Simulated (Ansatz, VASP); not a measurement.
One calculation of Al8N, two programs

```
Al N
1.0
     2.85432    0.00000    0.00000
    -1.42716    2.47192    0.00000
     0.00000    0.00000   33.47606
Al N
8 1
Cartesian
  0.0000 1.6479 4.0000
  0.0000 0.0000 6.3458
  1.4272 0.8240 8.6916
  0.0000 0.0000 11.0374
  0.0000 1.6479 13.3643
  0.0000 0.0000 15.7222
  1.4272 0.8240 18.0804
  0.0000 0.0000 20.4761
  2.8543 -1.6479 22.5461
```

Alike in both runs: task single point; functional PBE; k mesh 9 × 9 × 1; occupations gaussian, width 0.1 eV; no spin polarisation.

|  | VASP | Ansatz |
| --- | --- | --- |
| version | VASP 6.6.1 | Ansatz 0.2.0 |
| potentials or method | VASP PAW PBE potentials, release 64 (Al, N), cutoff 520 eV | scalar-relativistic, plane waves, PAW |
| valence electrons in the cell | 29 | 29 |

Ansatz gave:

| Quantity | Value |
| --- | --- |
| gap on the k mesh at the Fermi level (eV) | none |
| rms of the force components (eV/Å) | 0.718 |
| work function, face that differs most (eV) | 4.07 |

Task: Which values does VASP return?

Result: gap on the k mesh at the Fermi level (eV): none; rms of the force components (eV/Å): 0.718; work function, face that differs most (eV): 4.06.

Atom by atom the forces differ by 0.001 eV/Å (rms over components). A gap of «none» marks a metal or a gap that the smearing closes. With one functional, cell and mesh, what is left measures potentials, basis and numerics.
